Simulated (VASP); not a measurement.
# Mg8HO8 (a cell with a defect) in VASP: further runs

The runs below take Mg8HO8 (a cell with a defect) through single point, with PBE.

Program: VASP 6.6.1. These are calculated values, not measurements. Logs are shortened: lines on timing, memory, paths and dates and some standing lists are left out, and cuts for length are marked.

## (1) The cell of the first run

The cell holds a defect, 17 atoms: a = 5.968 Å, b = 5.968 Å, c = 5.968 Å, α = 60.00°, β = 60.00°, γ = 60.00°.

## (2) Single point, PBE

INCAR reads:

```
SYSTEM = Mg8HO8
PREC = Accurate ; ENCUT = 520
EDIFF = 1E-7 ; ISMEAR = 0
SIGMA = 0.02 ; LREAL = Auto
LASPH = .True. ; NELM = 100
ALGO = Normal ; ISIF = 2
LWAVE = .False. ; LCHARG = .False.
GGA = PE ; NBANDS = 46
NELECT = 64.0
```

KPOINTS reads:

```
regular mesh
0
Gamma
  3 3 3
  0 0 0
```

POSCAR reads:

```
Mg8HO8
1.0
    0.0000000000      4.2202000000      4.2202000000
    4.2202000000      0.0000000000      4.2202000000
    4.2202000000      4.2202000000      0.0000000000
Mg O H
8 8 1
Direct
   -0.0189192249      0.0167618690     -0.0196497584
   -0.0189297162      0.0167720564      0.5218968320
   -0.0005705643      0.5032352546     -0.0012951693
   -0.0098685661      0.5090695580      0.5004409958
    0.5226477943      0.0167911230     -0.0196799827
    0.4975633817      0.0088714279      0.4968228263
    0.5011760109      0.5090742271     -0.0106032926
    0.5011753385      0.5090748813      0.5004352966
    0.2480317026      0.2535704664      0.2473046959
    0.2480355186      0.2535718678      0.7511613040
    0.2478890731      0.7578995964      0.2471455855
    0.2449470261      0.7596365892      0.7477456102
    0.7518778619      0.2535701416      0.2473145195
    0.7444432935      0.2682584779      0.7436940972
    0.7484788698      0.7596357256      0.2442143558
    0.7484801753      0.7596367986      0.7477474731
    0.1806921252     -0.0403534609      0.1798949110
```

Potentials or basis: VASP PAW PBE potentials, release 64 (Mg, O, H).

The run is started by

```bash
$ cat potpaw_PBE.64/Mg/POTCAR potpaw_PBE.64/O/POTCAR potpaw_PBE.64/H/POTCAR > POTCAR
$ mpirun -np 1 vasp_std > vasp.out
```

OUTCAR:

```text
SYSTEM = Mg8HO8
   PREC = Accurate
   ENCUT = 520
   EDIFF = 1E-7
   ISMEAR = 0
   LREAL = Auto
   LASPH = .True.
   NELM = 100
   ISIF = 2
   GGA = PE
   NELECT = 64.0

 ion  position               nearest neighbor table
   1  0.981  0.017  0.980-  17 1.89  14 2.00  15 2.07  12 2.07  10 2.13  13 2.13  11 2.25   5 2.74
                             2 2.74   4 2.90   7 2.90   3 2.96   6 2.99   6 2.99   3 3.02   4 3.07
   2  0.981  0.017  0.522-  17 1.89  14 2.00  16 2.07  12 2.07   9 2.13  13 2.13  11 2.25   5 2.74
                             1 2.74   8 2.90   4 2.90   3 2.96   6 2.99   6 2.99   3 3.02   4 3.07
   3  0.999  0.503  0.999-   9 2.10  10 2.10  13 2.10  16 2.12  15 2.12  12 2.12   5 2.96   2 2.96
                             1 2.96   7 2.98   8 2.98   4 2.98   4 2.98   8 2.98   7 2.98   1 3.02
   4  0.990  0.509  0.500-  14 2.05  16 2.10  15 2.10  11 2.14  10 2.15   9 2.15   2 2.90   1 2.90
                             7 2.92   8 2.92   6 2.96   3 2.98   3 2.98   6 3.01   8 3.05   7 3.05
   5  0.523  0.017  0.980-  17 1.89  14 2.00  15 2.07  16 2.07   9 2.13  10 2.13  11 2.25   2 2.74
                             1 2.74   8 2.90   7 2.90   3 2.96   6 2.99   6 2.99   3 3.02   7 3.07
   6  0.498  0.009  0.497-  13 2.11  10 2.11   9 2.11  16 2.12  15 2.12  12 2.12   8 2.96   4 2.96
                             7 2.96   2 2.99   1 2.99   5 2.99   5 2.99   1 2.99   2 2.99   7 3.01
   7  0.501  0.509  0.989-  14 2.05  16 2.10  12 2.10  11 2.14  13 2.15   9 2.15   5 2.90   1 2.90
                             4 2.92   8 2.92   6 2.96   3 2.98   3 2.98   6 3.01   8 3.05   4 3.05
   8  0.501  0.509  0.500-  14 2.05  15 2.10  12 2.10  11 2.14  13 2.15  10 2.15   5 2.90   2 2.90
                             4 2.92   7 2.92   6 2.96   3 2.98   3 2.98   6 3.01   7 3.05   4 3.05
   9  0.248  0.254  0.247-   3 2.10   6 2.11   2 2.13   5 2.13   4 2.15   7 2.15
  10  0.248  0.254  0.751-   3 2.10   6 2.11   1 2.13   5 2.13   4 2.15   8 2.15
  11  0.248  0.758  0.247-  17 0.98   7 2.14   8 2.14   4 2.14   1 2.25   2 2.25   5 2.25
  12  0.245  0.760  0.748-   2 2.07   1 2.07   8 2.10   7 2.10   6 2.12   3 2.12
  13  0.752  0.254  0.247-   3 2.10   6 2.11   1 2.13   2 2.13   7 2.15   8 2.15
  14  0.744  0.268  0.744-   5 2.00   2 2.00   1 2.00   4 2.05   7 2.05   8 2.05
  15  0.748  0.760  0.244-   1 2.07   5 2.07   8 2.10   4 2.10   6 2.12   3 2.12
  16  0.748  0.760  0.748-   2 2.07   5 2.07   7 2.10   4 2.10   6 2.12   3 2.12
  17  0.181  0.960  0.180-  11 0.98   5 1.89   2 1.89   1 1.89

  LATTYP: Found a face centered cubic cell.
 ALAT       =     8.4404000000

  Lattice vectors:

 A1 = (   0.0000000000,   4.2202000000,   4.2202000000)
 A2 = (   4.2202000000,   0.0000000000,   4.2202000000)
 A3 = (   4.2202000000,   4.2202000000,   0.0000000000)

Analysis of symmetry for initial positions (statically):
=====================================================================
 Subroutine PRICEL returns:
 Original cell was already a primitive cell.

 Routine SETGRP: Setting up the symmetry group for a
 face centered cubic supercell.

 Subroutine GETGRP returns: Found  1 space group operations
 (whereof  1 operations were pure point group operations)
 out of a pool of 48 trial point group operations.

The static configuration has the point symmetry C_1 .

Analysis of symmetry for dynamics (positions and initial velocities):
=====================================================================
 Subroutine PRICEL returns:
 Original cell was already a primitive cell.

 Routine SETGRP: Setting up the symmetry group for a
 face centered cubic supercell.

 Subroutine GETGRP returns: Found  1 space group operations
 (whereof  1 operations were pure point group operations)
 out of a pool of 48 trial point group operations.

The dynamic configuration has the point symmetry C_1 .

 Subroutine INISYM returns: Found  1 space group operations
 (whereof  1 operations are pure point group operations),
 and found     1 'primitive' translations

----------------------------------------------------------------------------------------

                                     Primitive cell

  volume of cell :     150.3243

  direct lattice vectors                    reciprocal lattice vectors
     0.000000000  4.220200000  4.220200000    -0.118477797  0.118477797  0.118477797
     4.220200000  0.000000000  4.220200000     0.118477797 -0.118477797  0.118477797
     4.220200000  4.220200000  0.000000000     0.118477797  0.118477797 -0.118477797

  length of vectors
     5.968264076  5.968264076  5.968264076     0.205209564  0.205209564  0.205209564

[... 53 lines left out ...]

  Length of vectors
     0.068403188  0.068403188  0.068403188

  Shift w.r.t. Gamma in fractional coordinates (k-lattice)
     0.000000000  0.000000000  0.000000000

 Subroutine IBZKPT returns following result:
 ===========================================

 Found     14 irreducible k-points:

 Following reciprocal coordinates:
            Coordinates               Weight
  0.000000  0.000000  0.000000      1.000000
  0.333333  0.000000  0.000000      2.000000
  0.000000  0.333333  0.000000      2.000000
  0.000000  0.000000  0.333333      2.000000
  0.333333  0.333333  0.333333      2.000000
  0.333333  0.333333  0.000000      2.000000
  0.000000  0.333333  0.333333      2.000000
  0.333333  0.000000  0.333333      2.000000
 -0.333333  0.333333  0.000000      2.000000
  0.000000 -0.333333  0.333333      2.000000
  0.333333  0.000000 -0.333333      2.000000
  0.333333  0.333333 -0.333333      2.000000
 -0.333333  0.333333 -0.333333      2.000000
  0.333333 -0.333333 -0.333333      2.000000
   k-points           NKPTS =     14   k-points in BZ     NKDIM =     14   number of bands    NBANDS=     46
   number of dos      NEDOS =    301   number of ions     NIONS =     17
   total plane-waves  NPLWV = 110592
   dimension x,y,z NGX =    48 NGY =   48 NGZ =   48
   dimension x,y,z NGXF=    96 NGYF=   96 NGZF=   96
   ions per type =               8   8   1
   NGX,Y,Z   is equivalent  to a cutoff of  13.37, 13.37, 13.37 a.u.
   NGXF,Y,Z  is equivalent  to a cutoff of  26.74, 26.74, 26.74 a.u.
 SYSTEM =  Mg8HO8
   PREC   = accura    normal or accurate (medium, high low for compatibility)
   ISTART =      0    job   : 0-new  1-cont  2-samecut
   ICHARG =      2    charge: 1-file 2-atom 10-const
   ISPIN  =      1    spin polarized calculation?
   LNONCOLLINEAR =      F non collinear calculations
   LSORBIT =      F    spin-orbit coupling
   LASPH  =      T    aspherical Exc in radial PAW
   ENCUT  =  520.0 eV  38.22 Ry    6.18 a.u.  11.10 11.10 11.10*2*pi/ulx,y,z
   NELM   =    100;   NELMIN=  2; NELMDL= -5     # of ELM steps
   EDIFF  = 0.1E-06   stopping-criterion for ELM
   LREAL  =      T    real-space projection
   EDIFFG = 0.1E-05   stopping-criterion for IOM
   NSW    =      0    number of steps for IOM
   IBRION =     -1    ionic relax: 0-MD 1-quasi-New 2-CG
   NFREE  =      0    steps in history (QN), initial steepest desc. (CG)
   ISIF   =      2    stress and relaxation
   ISYM   =      2    0-nonsym 1-usesym 2-fastsym
   POTIM  = 0.5000    time-step for ionic-motion
   TEBEG  =    0.0;   TEEND  =   0.0 temperature during run
   PSTRESS=    0.0 pullay stress
   NELECT =      64.0000    total number of electrons
   NUPDOWN=      -1.0000    fix difference up-down
   EMIN   =  10.00;   EMAX   =-10.00  energy-range for DOS
   EFERMI =   0.00;   METHOD = LEGACY
   ISMEAR =     0;   SIGMA  =   0.02  broadening in eV -4-tet -1-fermi 0-gaus
   EFERMI_NEDOS =   21; number of points for ismear=-14 and -15
   IALGO  =     38    algorithm
   IMIX   =      4    mixing-type and parameters
     AMIX     =   0.40;   BMIX     =  1.00
     AMIX_MAG =   1.60;   BMIX_MAG =  1.00
  volume/ion in A,a.u.               =       8.84        59.67
  Fermi-wavevector in a.u.,A,eV,Ry     =   1.231568  2.327326 20.636775  1.516760
  Thomas-Fermi vector in A             =   2.366373
   LORBIT       =      0    0 simple, 1 ext, 2 COOP (PROOUT), +10 PAW based schemes
   GGA     = PE    functional components
   LHFCALC =     F    Hartree Fock is set to
   AEXX    =    0.0000 exact exchange contribution
   IVDW    =     0    specifies the selected vdW correction
   LEPSILON=     F    determine dielectric tensor
   LRPA    =     F    only Hartree local field effects (RPA)
 non-spin polarized calculation
 Gauss-broadening in eV      SIGMA  =   0.02
  energy-cutoff  :      520.00
  volume of cell :      150.32
 maximum number of plane-waves:      4056
 NGX is ok and might be reduce to    48
   NGX = 23   NGY = 23   NGZ = 23

 number of electron      63.9999999 magnetization

 Free energy of the ion-electron system (eV)
  ---------------------------------------------------
  ext. energy  EPLUGINS =         0.00000000
  ---------------------------------------------------
  free energy    TOTEN  =      -102.23674649 eV

  energy without entropy =     -102.23674649  energy(sigma->0) =     -102.23674649

 E-fermi :   3.3858     XC(G=0): -11.0273

 val. band max:        3.2654173286   @ k =   0.0000   0.0000   0.0000
 cond. band min:       7.4451390697   @ k =   0.0000   0.0000   0.0000
 fundamental gap:      4.1797217411
 Fermi energy:         3.3857859827

 k-point     1 :       0.0000    0.0000    0.0000
  band No.  band energies     occupation
      1     -16.6376      2.00000
      2     -13.7606      2.00000
      3     -12.8677      2.00000
      4     -12.5075      2.00000
      5     -12.4988      2.00000
      6     -12.4987      2.00000
[... 647 lines left out ...]
     43      14.5220      0.00000
     44      14.7714      0.00000
 [bands above 44 left out]

------------------------ aborting loop because EDIFF is reached ----------------------------------------

  FORCE on cell =-STRESS in cart. coord.  units (eV):
  Direction    XX          YY          ZZ          XY          YZ          ZX
  --------------------------------------------------------------------------------------
  -------------------------------------------------------------------------------------
  Total       -0.7424325     -0.7443921     -0.7351762      1.8783771      1.8804342     -1.8818825
  in kB       -7.9129506     -7.9338360     -7.8356116     20.0200088     20.0419343    -20.0573704
  external PRESSURE =      -7.8941328 kB  Pullay stress =       0.0000000 kB

 VOLUME and BASIS-vectors are now :
 -----------------------------------------------------------------------------
  energy-cutoff  :      520.00
  volume of cell :      150.32
      direct lattice vectors                 reciprocal lattice vectors
     0.000000000  4.220200000  4.220200000    -0.118477797  0.118477797  0.118477797
     4.220200000  0.000000000  4.220200000     0.118477797 -0.118477797  0.118477797
     4.220200000  4.220200000  0.000000000     0.118477797  0.118477797 -0.118477797

 POSITION                                       TOTAL-FORCE (eV/Angst)
 -----------------------------------------------------------------------------------
      4.20801      8.27763      4.21110        -0.005578     -0.025826     -0.005447
      2.27329      6.34282      4.21109         0.025854      0.005480     -0.005853
      6.33849      8.43253      6.34155         0.004881     -0.004870      0.005155
      4.26034      6.29051      6.32693         0.002406     -0.002675     -0.013423
      4.20801      6.34282      2.27654        -0.005983      0.005925      0.025519
      2.13413      4.19651      2.13726        -0.006061      0.005738     -0.006459
[... 9 lines left out ...]
      6.36146      6.31438      6.36456        -0.001334      0.001488     -0.000639
      4.80909      1.52175      4.81246         0.073831     -0.074479      0.073214
 -----------------------------------------------------------------------------------
    total drift:                                0.006336     -0.003694      0.010249

  FREE ENERGIE OF THE ION-ELECTRON SYSTEM (eV)
  ---------------------------------------------------
  free  energy   TOTEN  =      -102.2367464904 eV

  energy  without entropy=     -102.2367464904  energy(sigma->0) =     -102.23674649
```

Wall time 2.7 min (1 thread of AMD EPYC 9R45 (Zen 5), shared host); peak memory 0.31 GiB.

Results:

```yaml
Free_energy: -102.2367 eV
Largest_force: 0.135 eV/Å
```

Forces in eV/Å, atoms in the order of the input:
```
Mg  -0.006 -0.026 -0.005
Mg   0.026  0.005 -0.006
Mg   0.005 -0.005  0.005
Mg   0.002 -0.003 -0.013
Mg  -0.006  0.006  0.026
Mg  -0.006  0.006 -0.006
Mg  -0.013 -0.003  0.002
Mg   0.003  0.013  0.002
O   -0.002 -0.003 -0.003
O    0.004  0.002 -0.002
O   -0.078  0.078 -0.078
O   -0.002  0.002 -0.001
O   -0.003  0.003  0.004
O    0.005 -0.005  0.004
O   -0.002  0.002  0.000
O   -0.001  0.001 -0.001
H    0.074 -0.074  0.073
```

Caveat: the k points lie up to 0.43 Å⁻¹ apart; the cell carries a net charge on a neutralising background, which shifts energy and pressure; the cell is charged against a uniform background, so pressure and absolute levels hang on convention.

(Continued in part 2 of 2.)
